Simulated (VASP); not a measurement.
# PbO2 (Pnnm) in VASP: a series of runs

The runs below take PbO2 through single point, with PBE.

All numbers are computed with VASP 6.6.1; they aren't measurements. Logs are shortened: lines on timing, memory, paths and dates and some standing lists are left out, and cuts for length are marked.

### 1 The cell of the first run

Symmetry: Pnnm, No. 58, orthorhombic system. Conventional cell: a = 5.005 Å, b = 5.130 Å, c = 3.447 Å, α = 90.00°, β = 90.00°, γ = 90.00°. Within 2.9 Å of Pb (site symmetry 2/m) lie 6 O at 2.21 Å. Within 2.9 Å of O (site symmetry m) lie 3 Pb at 2.21 Å and 1 O at 2.76 Å.

### 2 Single point, PBE (uniaxial strain along a: -1.5 %, then relaxed in part)

File INCAR:

```
ALGO = Normal
EDIFF = 1E-6
ENCUT = 520
GGA = PE
ISIF = 2
ISMEAR = 0
LASPH = True
LCHARG = False
LREAL = False
LWAVE = False
NBANDS = 35
NELM = 60
PREC = Accurate
SIGMA = 0.1
```

File KPOINTS:

```
k-points
0
Gamma
  8 8 10
```

File POSCAR:

```
PbO2
1.0
    5.0052437365      0.0000000000      0.0000000000
    0.0000000000      5.1300985047      0.0000000000
    0.0000000000      0.0000000000      3.4469943835
Pb O
2 4
Direct
    0.0000000000      0.0000000000      0.0000000000
    0.5000000000      0.5000000000      0.5000000000
    0.2940746708      0.3212620649      0.0000000000
    0.2059253292      0.8212620649      0.5000000000
    0.7059253292      0.6787379351      0.0000000000
    0.7940746708      0.1787379351      0.5000000000
```

Potentials or basis: VASP PAW PBE potentials, release 64 (Pb_d, O).

The run is started by

```bash
$ cat potpaw_PBE.64/Pb_d/POTCAR potpaw_PBE.64/O/POTCAR > POTCAR
$ mpirun -np 1 vasp_std > vasp.out
```

OUTCAR:

```text
EDIFF = 1E-6
   ENCUT = 520
   GGA = PE
   ISIF = 2
   ISMEAR = 0
   LASPH = True
   LREAL = False
   NELM = 60
   PREC = Accurate

 ion  position               nearest neighbor table
   1  0.000  0.000  0.000-   4 2.21   6 2.21   4 2.21   6 2.21   5 2.21   3 2.21   2 3.98   2 3.98
                             2 3.98   2 3.98   2 3.98   2 3.98   2 3.98   2 3.98
   2  0.500  0.500  0.500-   3 2.21   5 2.21   3 2.21   5 2.21   4 2.21   6 2.21   1 3.98   1 3.98
                             1 3.98   1 3.98   1 3.98   1 3.98   1 3.98   1 3.98
   3  0.294  0.321  0.000-   2 2.21   2 2.21   1 2.21
   4  0.206  0.821  0.500-   1 2.21   1 2.21   2 2.21
   5  0.706  0.679  0.000-   2 2.21   2 2.21   1 2.21
   6  0.794  0.179  0.500-   1 2.21   1 2.21   2 2.21

  LATTYP: Found a simple orthorhombic cell.
 ALAT       =     3.4469943835
 B/A-ratio  =     1.4520603110
 C/A-ratio  =     1.4882816547

  Lattice vectors:

 A1 = (   0.0000000000,   0.0000000000,   3.4469943835)
 A2 = (   5.0052437365,   0.0000000000,   0.0000000000)
 A3 = (   0.0000000000,   5.1300985047,   0.0000000000)

Analysis of symmetry for initial positions (statically):
=====================================================================
 Subroutine PRICEL returns:
 Original cell was already a primitive cell.

 Routine SETGRP: Setting up the symmetry group for a
 simple orthorhombic supercell.

 Subroutine GETGRP returns: Found  8 space group operations
 (whereof  4 operations were pure point group operations)
 out of a pool of  8 trial point group operations.

The static configuration has the point symmetry C_2h.
 The point group associated with its full space group is D_2h.

Analysis of symmetry for dynamics (positions and initial velocities):
=====================================================================
 Subroutine PRICEL returns:
 Original cell was already a primitive cell.

 Routine SETGRP: Setting up the symmetry group for a
 simple orthorhombic supercell.

 Subroutine GETGRP returns: Found  8 space group operations
 (whereof  4 operations were pure point group operations)
 out of a pool of  8 trial point group operations.

The dynamic configuration has the point symmetry C_2h.
 The point group associated with its full space group is D_2h.

 Subroutine INISYM returns: Found  8 space group operations
 (whereof  4 operations are pure point group operations),
 and found     1 'primitive' translations

[... 96 lines left out ...]
   ISPIN  =      1    spin polarized calculation?
   LNONCOLLINEAR =      F non collinear calculations
   LSORBIT =      F    spin-orbit coupling
   LASPH  =      T    aspherical Exc in radial PAW
   ENCUT  =  520.0 eV  38.22 Ry    6.18 a.u.   9.31  9.54  6.41*2*pi/ulx,y,z
   NELM   =     60;   NELMIN=  2; NELMDL= -5     # of ELM steps
   EDIFF  = 0.1E-05   stopping-criterion for ELM
   LREAL  =      F    real-space projection
[... 7 lines left out ...]
   TEBEG  =    0.0;   TEEND  =   0.0 temperature during run
   PSTRESS=    0.0 pullay stress
   NELECT =      52.0000    total number of electrons
   NUPDOWN=      -1.0000    fix difference up-down
   EMIN   =  10.00;   EMAX   =-10.00  energy-range for DOS
   EFERMI =   0.00;   METHOD = LEGACY
   ISMEAR =     0;   SIGMA  =   0.10  broadening in eV -4-tet -1-fermi 0-gaus
   EFERMI_NEDOS =   21; number of points for ismear=-14 and -15
   IALGO  =     38    algorithm
   IMIX   =      4    mixing-type and parameters
     AMIX     =   0.40;   BMIX     =  1.00
     AMIX_MAG =   1.60;   BMIX_MAG =  1.00
  volume/ion in A,a.u.               =      14.75        99.55
  Fermi-wavevector in a.u.,A,eV,Ry     =   1.371130  2.591061 25.578935  1.879999
  Thomas-Fermi vector in A             =   2.496855
   LORBIT       =      0    0 simple, 1 ext, 2 COOP (PROOUT), +10 PAW based schemes
   GGA     = PE    functional components
   LHFCALC =     F    Hartree Fock is set to
   AEXX    =    0.0000 exact exchange contribution
   IVDW    =     0    specifies the selected vdW correction
   LEPSILON=     F    determine dielectric tensor
   LRPA    =     F    only Hartree local field effects (RPA)
 non-spin polarized calculation
 Gauss-broadening in eV      SIGMA  =   0.10
  energy-cutoff  :      520.00
  volume of cell :       88.51
 maximum number of plane-waves:      2413
 NGX is ok and might be reduce to    40
   NGX = 19   NGY = 19   NGZ = 13

 number of electron      51.9999986 magnetization

 Free energy of the ion-electron system (eV)
  ---------------------------------------------------
  ext. energy  EPLUGINS =         0.00000000
  ---------------------------------------------------
  free energy    TOTEN  =       -31.86735694 eV

  energy without entropy =      -31.86591529  energy(sigma->0) =      -31.86663612

 E-fermi :   3.7922     XC(G=0): -10.4006

 val. band max:        3.7169025493   @ k =   0.1250   0.0000   0.1000
 cond. band min:       3.8428087292   @ k =   0.1250   0.0000   0.0000
 fundamental gap:      0.1259061799
 Fermi energy:         3.7921504360

 k-point     1 :       0.0000    0.0000    0.0000
  band No.  band energies     occupation
      1     -14.2085      2.00000
      2     -14.1656      2.00000
      3     -12.6057      2.00000
      4     -12.6029      2.00000
      5     -11.7203      2.00000
      6     -11.5702      2.00000
[... 901 lines left out ...]
     34      15.0672      0.00000
     35      15.7223      0.00000

 [... further k-points ...]

------------------------ aborting loop because EDIFF is reached ----------------------------------------

  FORCE on cell =-STRESS in cart. coord.  units (eV):
  Direction    XX          YY          ZZ          XY          YZ          ZX
  --------------------------------------------------------------------------------------
  -------------------------------------------------------------------------------------
  Total        0.4055315      0.0882489      0.1866797      0.0000000      0.0000000      0.0000000
  in kB        7.3408052      1.5974537      3.3792174      0.0000000      0.0000000      0.0000000
  external PRESSURE =       4.1058254 kB  Pullay stress =       0.0000000 kB

 VOLUME and BASIS-vectors are now :
 -----------------------------------------------------------------------------
  energy-cutoff  :      520.00
  volume of cell :       88.51
      direct lattice vectors                 reciprocal lattice vectors
     5.005243736  0.000000000  0.000000000     0.199790470  0.000000000  0.000000000
     0.000000000  5.130098505  0.000000000     0.000000000  0.194928031  0.000000000
     0.000000000  0.000000000  3.446994383     0.000000000  0.000000000  0.290107812

 POSITION                                       TOTAL-FORCE (eV/Angst)
 -----------------------------------------------------------------------------------
      0.00000      0.00000      0.00000         0.000000      0.000000      0.000000
      2.50262      2.56505      1.72350         0.000000      0.000000      0.000000
      1.47192      1.64811      0.00000        -0.007516     -0.005729      0.000000
      1.03071      4.21316      1.72350         0.007516     -0.005729     -0.000000
      3.53333      3.48199      0.00000         0.007516      0.005729     -0.000000
      3.97454      0.91694      1.72350        -0.007516      0.005729      0.000000
 -----------------------------------------------------------------------------------
    total drift:                                0.000000      0.000000     -0.000000

  FREE ENERGIE OF THE ION-ELECTRON SYSTEM (eV)
  ---------------------------------------------------
  free  energy   TOTEN  =       -31.8673569444 eV

  energy  without entropy=      -31.8659152890  energy(sigma->0) =      -31.86663612
```

OSZICAR:

```text
N       E                     dE             d eps       ncg     rms          rms(c)
DAV:   1     0.679129238954E+03    0.67913E+03   -0.25765E+04 10500   0.178E+03
DAV:   2     0.576345089188E+02   -0.62149E+03   -0.58986E+03 11378   0.495E+02
DAV:   3    -0.326109910266E+02   -0.90245E+02   -0.87361E+02 12535   0.206E+02
DAV:   4    -0.373347093034E+02   -0.47237E+01   -0.46768E+01 13465   0.494E+01
DAV:   5    -0.374961035944E+02   -0.16139E+00   -0.16105E+00 13834   0.937E+00    0.139E+01
DAV:   6    -0.318956898711E+02    0.56004E+01   -0.17748E+01 16014   0.493E+01    0.465E+00
DAV:   7    -0.318995713088E+02   -0.38814E-02   -0.16883E+00 12704   0.985E+00    0.278E+00
DAV:   8    -0.318934142165E+02    0.61571E-02   -0.40047E-01 15983   0.557E+00    0.121E+00
DAV:   9    -0.318655292367E+02    0.27885E-01   -0.76976E-02 16123   0.350E+00    0.137E-01
DAV:  10    -0.318674880815E+02   -0.19588E-02   -0.12443E-02 11534   0.618E-01    0.144E-01
DAV:  11    -0.318673809700E+02    0.10711E-03   -0.41309E-04 16906   0.211E-01    0.580E-02
DAV:  12    -0.318673594967E+02    0.21473E-04   -0.90149E-05 12681   0.717E-02    0.178E-02
DAV:  13    -0.318673578118E+02    0.16849E-05   -0.80472E-06 13235   0.347E-02    0.496E-03
DAV:  14    -0.318673569444E+02    0.86739E-06   -0.32521E-06 11659   0.180E-02
   1 F= -.31867357E+02 E0= -.31866636E+02  d E =-.144166E-02
```

Run time: 4.3 min. Hardware: 1 thread of Intel Xeon 6975P-C (Granite Rapids), shared host; peak memory 0.46 GiB.

What came out:

- Free energy: -31.8674 eV
- Pressure: 0.4 GPa
- Largest force: 0.009 eV/Å
- Band gap on the k mesh: 0.13 eV (least direct gap 0.22 eV)

Forces on the atoms (eV/Å):
```
Pb   0.000  0.000  0.000
Pb   0.000  0.000  0.000
O   -0.008 -0.006  0.000
O    0.008 -0.006  0.000
O    0.008  0.006  0.000
O   -0.008  0.006  0.000
```

Caveat: the cell differs from its parent crystal (uniaxial strain along a: -1.5 %, then relaxed in part); spin-orbit coupling is left out, which moves the levels of the heavy elements.

### 3 Single point, PBE (uniaxial strain along a: +1.5 %, then relaxed in part)

File INCAR:

```
SYSTEM = PbO2
PREC = Accurate
ENCUT = 520
EDIFF = 1E-7
ISMEAR = 0
SIGMA = 0.1
LREAL = .False.
LASPH = .True.
NELM = 80
ALGO = Normal
ISIF = 2
LWAVE = .False.
LCHARG = .False.
GGA = PE
NBANDS = 35
```

File KPOINTS:

```
Automatic mesh
0
Gamma
  8 8 10
  0 0 0
```

File POSCAR:

```
PbO2
1.0
    5.1576877081      0.0000000000      0.0000000000
    0.0000000000      5.0258173633      0.0000000000
    0.0000000000      0.0000000000      3.4337940036
Pb O
2 4
Direct
    0.0000000000      0.0000000000      0.0000000000
    0.5000000000      0.5000000000      0.5000000000
    0.3202541137      0.2953222250      0.0000000000
    0.1797458863      0.7953222250      0.5000000000
    0.6797458863      0.7046777750      0.0000000000
    0.8202541137      0.2046777750      0.5000000000
```

Potentials or basis: VASP PAW PBE potentials, release 64 (Pb_d, O).

The run is started by

```bash
$ cat potpaw_PBE.64/Pb_d/POTCAR potpaw_PBE.64/O/POTCAR > POTCAR
$ mpirun -np 1 vasp_std > vasp.out
```

It took 4.4 min on 1 thread of Intel Xeon 6975P-C (Granite Rapids), shared host; peak memory 0.45 GiB.

Results (log left out):

```
Free energy            : -31.8677 eV
Pressure               : 0.0 GPa
Largest force          : 0.012 eV/Å
Band gap on the k mesh : 0.11 eV (least direct gap 0.20 eV)
```

Forces in eV/Å, atoms in the order of the input:
```
Pb   0.000  0.000  0.000
Pb   0.000  0.000  0.000
O   -0.008 -0.009  0.000
O    0.008 -0.009  0.000
O    0.008  0.009  0.000
O   -0.008  0.009  0.000
```

Stress tensor (GPa, compression positive):
```
-0.48  0.00  0.00
 0.00  0.14  0.00
 0.00  0.00  0.35
```

Levels at points of the mesh, in eV from the valence-band top:
```csv
k point,band 23,band 24,band 25,band 26,band 27,band 28,band 29,band 30
"(0.00, 0.00, 0.00)",-0.58,-0.57,-0.51,-0.47,0.13,3.91,5.74,5.90
"(0.50, 0.00, 0.00)",-0.59,-0.59,-0.33,-0.33,2.15,2.15,6.56,6.56
"(0.00, 0.50, 0.00)",-0.61,-0.61,-0.28,-0.28,2.03,2.03,6.24,6.24
"(0.50, 0.50, 0.00)",-0.63,-0.63,-0.39,-0.39,2.50,2.50,6.55,6.55
"(0.00, 0.00, 0.50)",-0.96,-0.96,-0.65,-0.65,3.40,3.40,8.60,8.60
"(0.50, 0.00, 0.50)",-0.75,-0.75,-0.22,-0.22,3.64,3.64,6.92,6.92
"(0.00, 0.50, 0.50)",-0.58,-0.58,-0.26,-0.26,3.70,3.70,7.11,7.11
"(0.50, 0.50, 0.50)",-0.59,-0.59,-0.43,-0.43,2.57,2.57,8.13,8.13
```

Caveat: the cell differs from its parent crystal (uniaxial strain along a: +1.5 %, then relaxed in part); spin-orbit coupling is left out, which moves the levels of the heavy elements. A k mesh can miss the band edges.

### 4 Single point, PBE (uniaxial strain along a: -3.0 %)

File INCAR:

```
  PREC = Accurate
  ENCUT = 520
  EDIFF = 1E-6
  ISMEAR = 0
  SIGMA = 0.1
  LREAL = F
  LASPH = T
  NELM = 100
  ALGO = Normal
  ISIF = 2
  LWAVE = F
  LCHARG = T
  GGA = PE
  LELF = T
  LVHAR = T
  NBANDS = 35
```

File KPOINTS:

```
regular mesh
0
Gamma
  8 8 10
```

File POSCAR:

```
PbO2
1.0
    4.9290217506      0.0000000000      0.0000000000
    0.0000000000      5.1195767152      0.0000000000
    0.0000000000      0.0000000000      3.4690004541
Pb O
2 4
Direct
    0.0000000000      0.0000000000      0.0000000000
    0.5000000000      0.5000000000      0.5000000000
    0.2940746708      0.3212620649      0.0000000000
    0.2059253292      0.8212620649      0.5000000000
    0.7059253292      0.6787379351      0.0000000000
    0.7940746708      0.1787379351      0.5000000000
```

The run is started by

```bash
$ cat potpaw_PBE.64/Pb_d/POTCAR potpaw_PBE.64/O/POTCAR > POTCAR
$ mpirun -np 1 vasp_std > vasp.out
```

It took 8 min on 1 thread of AMD EPYC 7R43 (Zen 3), shared host; peak memory 0.42 GiB.

The run converged. Its results:

* Free energy: -31.8541 eV
* Pressure: 1.4 GPa
* Largest force: 0.037 eV/Å
* Band gap on the k mesh: 0.13 eV (least direct gap 0.25 eV)

Forces in eV/Å, atoms in the order of the input:
```
Pb   0.000  0.000  0.000
Pb   0.000  0.000  0.000
O   -0.031 -0.020  0.000
O    0.031 -0.020  0.000
O    0.031  0.020  0.000
O   -0.031  0.020  0.000
```

Stress tensor (GPa, compression positive):
```
2.33 0.00 0.00
0.00 1.22 0.00
0.00 0.00 0.63
```

Levels at points of the mesh, in eV from the valence-band top:
```
           k point  band 23  band 24  band 25  band 26  band 27  band 28  band 29  band 30
(0.00, 0.00, 0.00)    -0.58    -0.55    -0.50    -0.40     0.15     3.95     5.70     5.90
(0.50, 0.00, 0.00)    -0.61    -0.61    -0.27    -0.27     2.17     2.17     6.19     6.19
(0.00, 0.50, 0.00)    -0.58    -0.58    -0.27    -0.27     2.30     2.30     6.55     6.55
(0.50, 0.50, 0.00)    -0.63    -0.63    -0.34    -0.34     2.59     2.59     6.58     6.58
(0.00, 0.00, 0.50)    -0.97    -0.97    -0.63    -0.63     3.53     3.53     8.79     8.79
(0.50, 0.00, 0.50)    -0.53    -0.53    -0.17    -0.17     3.86     3.86     7.33     7.33
(0.00, 0.50, 0.50)    -0.76    -0.76    -0.15    -0.15     3.80     3.80     7.12     7.12
(0.50, 0.50, 0.50)    -0.57    -0.57    -0.39    -0.39     2.69     2.69     8.22     8.22
```

Caveat: the cell differs from its parent crystal (uniaxial strain along a: -3.0 %); spin-orbit coupling is left out, which moves the levels of the heavy elements.

### 5 Overview

| cell | gap on the mesh (eV) | pressure (GPa) | largest force (eV/Å) |
| --- | --- | --- | --- |
| a = 5.005, b = 5.130, c = 3.447 Å, 6 atoms, atomic positions A | 0.13 | 0.4 | 0.01 |
| a = 5.158, b = 5.026, c = 3.434 Å, 6 atoms, atomic positions B | 0.11 | 0.0 | 0.01 |
| a = 4.929, b = 5.120, c = 3.469 Å, 6 atoms, atomic positions A | 0.13 | 1.4 | 0.04 |

Alike in all rows: task single point; level PBE; potentials or basis VASP PAW PBE potentials, release 64 (Pb_d, O); no spin polarisation; k mesh 8 × 8 × 10; cutoff (eV) 520; smearing gaussian 0.1 eV.

Caveats: spin-orbit coupling is left out, which moves the levels of the heavy elements.

Total energies depend on the potentials used, so only differences within one code and one set of settings carry meaning.
